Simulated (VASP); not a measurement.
Input of a VASP 6.6.1 run:

Contents of INCAR:

```
SYSTEM = I
  PREC = Accurate
  ENCUT = 520
  EDIFF = 1E-7
  ISMEAR = 0
  SIGMA = 0.1
  LREAL = .FALSE.
  LASPH = .TRUE.
  NELM = 100
  ALGO = Normal
  ISIF = 2
  LWAVE = .FALSE.
  LCHARG = .TRUE.
  GGA = PS
  IVDW = 12
  LELF = .TRUE.
  LVHAR = .TRUE.
  NBANDS = 14
```

File KPOINTS:

```
Automatic mesh
0
G
  6 6 6
  0 0 0
```

Contents of POSCAR:

```
I
1.0
   -2.0893750000      2.0893750000      2.0893750000
    2.0893750000     -2.0893750000      2.0893750000
    4.9622656250      3.3952343750     -3.3952343750
I
2
Direct
    0.0000000000      0.0000000000      0.0000000000
    0.0000000000     -0.1875000000      0.5000000000
```

Potentials or basis: VASP PAW PBE potentials, release 64 (I).

Run with:

```bash
$ cat potpaw_PBE.64/I/POTCAR > POTCAR
$ mpirun -np 1 vasp_std > vasp.out
```

Task: Predict the band gap on the k mesh.

Result: Zero (band 7 reaches 4.94 eV, above the bottom of band 8 at 3.13 eV).

Task: Estimate the largest force.

Result: 0.104 eV/Å.

Task: Predict the dispersion energy per atom.

Result: -0.329 eV.

Task: Predict the pressure.

Result: -3.9 GPa.

Stress tensor (GPa, compression positive):
```
-4.22 -0.23  0.49
-0.23 -3.67  1.57
 0.49  1.57 -3.71
```

Caveat: the PAW data sets were made with another functional, which shifts forces and pressure a little; spin-orbit coupling is left out, which moves the levels of the heavy elements; pairwise dispersion overbinds metals, which lowers pressure and volume.
